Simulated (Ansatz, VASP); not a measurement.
## One calculation of LiF, two programs

File INCAR:

```
PREC = Accurate
ENCUT = 520
EDIFF = 1E-7
ISMEAR = -1
SIGMA = 0.05
LREAL = False
LASPH = True
NELM = 100
ALGO = Normal
ISIF = 2
LWAVE = False
LCHARG = False
NBANDS = 12
```

Contents of KPOINTS:

```
Automatic mesh
0
Gamma
  11 11 11
```

The input POSCAR:

```
LiF
1.0
    0.0000000000      2.0273381371      2.0273381371
    2.0273381371      0.0000000000      2.0273381371
    2.0273381371      2.0273381371      0.0000000000
F Li
1 1
Direct
    0.5000000000      0.5000000000      0.5000000000
    0.0000000000      0.0000000000      0.0000000000
```

File input.yaml:

```yaml
crystal:
  lattice:
    - [0.0, 2.0273381371, 2.0273381371]
    - [2.0273381371, 0.0, 2.0273381371]
    - [2.0273381371, 2.0273381371, 0.0]
  atoms:
    - { symbol: F, position: [0.5, 0.5, 0.5] }
    - { symbol: Li, position: [0.0, 0.0, 0.0] }
kpoints:
  mp_grid: { grid: [11, 11, 11] }
scf:
  occupations: { method: fermi_dirac, width: 0.05 }
hamiltonian:
  xc: lda
  pseudopotentials: { kind: all_electron, lapw: { basis_error: 0.001 } }
output:
  forces: true
  stress: true
  eigenvalues: true
```

Change from the starting cell: volume scaled by 1.02.

Alike in both runs: task single point; functional LDA; k mesh 11 × 11 × 11; occupations fermi-dirac, width 0.05 eV; no spin polarisation.

|  | VASP | Ansatz |
| --- | --- | --- |
| version | VASP 6.6.1 | Ansatz 0.2.0 |
| potentials or method | VASP PAW LDA potentials, release 64 (F, Li_sv), cutoff 520 eV | all-electron LAPW, scalar-relativistic |

VASP gave:

```
gap on the k mesh at the Fermi level (eV) : 8.66
least direct gap on the mesh (eV)         : 8.66
```

**Question.** Estimate Ansatz's values.

**Answer.** gap on the k mesh at the Fermi level (eV): 8.65; least direct gap on the mesh (eV): 8.65.

LDA's correlation is that of Perdew and Zunger in VASP and of Perdew and Wang (1992) in Ansatz. Ansatz ran all-electron here, and VASP with PAW potentials.

Noted on VASP's run: the cutoff is short for stress, so the pressure is rough.
